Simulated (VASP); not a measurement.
Crystal: Ga.

```
Ga
1.0
    -1.38440    1.38440    2.31122
     1.38440   -1.38440    2.31122
     1.38440    1.38440   -2.31122
Ga
1
Direct
  0.00000 0.00000 0.00000
```

| Quantity | Value |
| --- | --- |
| Program | VASP 6.6.1 |
| Task | relaxation of cell and atoms |
| Functional | BLYP |
| Potentials or basis | VASP PAW PBE potentials, release 64 (Ga_d) |
| Cutoff | 600 eV |
| k mesh | 13 × 13 × 13 |
| Occupations | fermi-dirac, width 0.05 eV |
| Spin | no spin polarisation |

At the start: pressure 9.5 GPa; volume 17.72 Å³/atom.

Q: Where does the relaxation end?

A: Over 18 steps the energy falls by 100.9 meV/atom and the volume is 21.60 Å³/atom (+21.9 %); space group I4/mmm (No. 139, to 0.05 Å).

The path:
| step | energy change (eV) | largest force (eV/Å) | pressure (GPa) | volume (Å³) |
| --- | --- | --- | --- | --- |
| 1 | 0.0000 | 0.0000 | 9.46 | 17.72 |
| 2 | -0.0923 | 0.0000 | 2.05 | 20.54 |
| 3 | -0.0987 | 0.0000 | 0.27 | 21.55 |
| 4 | -0.0988 | 0.0000 | -0.24 | 21.71 |
| 5 | -0.0988 | 0.0000 | 0.27 | 21.60 |
| 6 | -0.0988 | 0.0000 | -0.09 | 21.67 |
| 7 | -0.0988 | 0.0000 | 0.10 | 21.64 |
| 8 | -0.0988 | 0.0000 | 0.04 | 21.65 |
| 9 | -0.0989 | 0.0000 | 0.07 | 21.65 |
| 10 | -0.0989 | 0.0000 | -0.04 | 21.65 |
| 11 | -0.0990 | 0.0000 | -0.13 | 21.65 |
| 12 | -0.0995 | 0.0000 | -0.14 | 21.65 |
| 13 | -0.1008 | 0.0000 | -0.08 | 21.64 |
| 14 | -0.1008 | 0.0000 | 0.08 | 21.64 |
| 15 | -0.1009 | 0.0000 | -0.17 | 21.64 |
| 16 | -0.1009 | 0.0000 | -0.12 | 21.58 |
| 17 | -0.1009 | 0.0000 | -0.07 | 21.59 |
| 18 | -0.1009 | 0.0000 | -0.03 | 21.60 |

Final structure:
```
Ga
1.0
    -1.51485    1.51485    2.35323
     1.51485   -1.51485    2.35323
     1.51485    1.51485   -2.35323
Ga
1
Direct
  0.00000 0.00000 0.00000
```

Caveat: the volume moved by over 15 % at a fixed basis, so the end points are rough; the PAW data sets were made with another functional, which shifts forces and pressure a little.
